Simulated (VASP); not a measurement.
SrO, 2 atoms in the cell. Symmetry: Fm-3m, No. 225, cubic system. Conventional cell: a = 5.297 Å, b = 5.297 Å, c = 5.297 Å, α = 90.00°, β = 90.00°, γ = 90.00°. Sr (site symmetry m-3m) has 6 O at 2.65 Å within 3.5 Å. O (site symmetry m-3m) has 6 Sr at 2.65 Å within 3.5 Å.  This cell differs from its parent crystal: volume scaled by 1.06.

| Property | Result |
| --- | --- |
| Program | VASP 6.6.1 |
| Task | single point |
| Functional | PBE |
| Potentials or basis | VASP PAW PBE potentials, release 64 (Sr_sv, O) |
| Cutoff | 520 eV |
| k mesh | 8 × 8 × 8 |
| Occupations | gaussian, width 0.02 eV |
| Spin | no spin polarisation |
| Dipole correction | no |
| Further INCAR settings | ALGO = Normal; EDIFF = 1e-07; NBANDS = 15 |

Potentials or basis: VASP PAW PBE potentials, release 64 (Sr_sv, O).

Launch:

```bash
$ cat potpaw_PBE.64/Sr_sv/POTCAR potpaw_PBE.64/O/POTCAR > POTCAR
$ mpirun -np 1 vasp_std > vasp.out
```

Hardware: 1 thread of Intel(R) Xeon(R) Platinum 8375C CPU @ 2.90GHz (Ice Lake) (shared host).

Task: How long does it take, and how much memory?

Result: Wall time 26 s on 1 thread of Intel(R) Xeon(R) Platinum 8375C CPU @ 2.90GHz (Ice Lake), on a shared host, peak memory 0.16 GiB. Counts: scf iterations 15, k points 29.
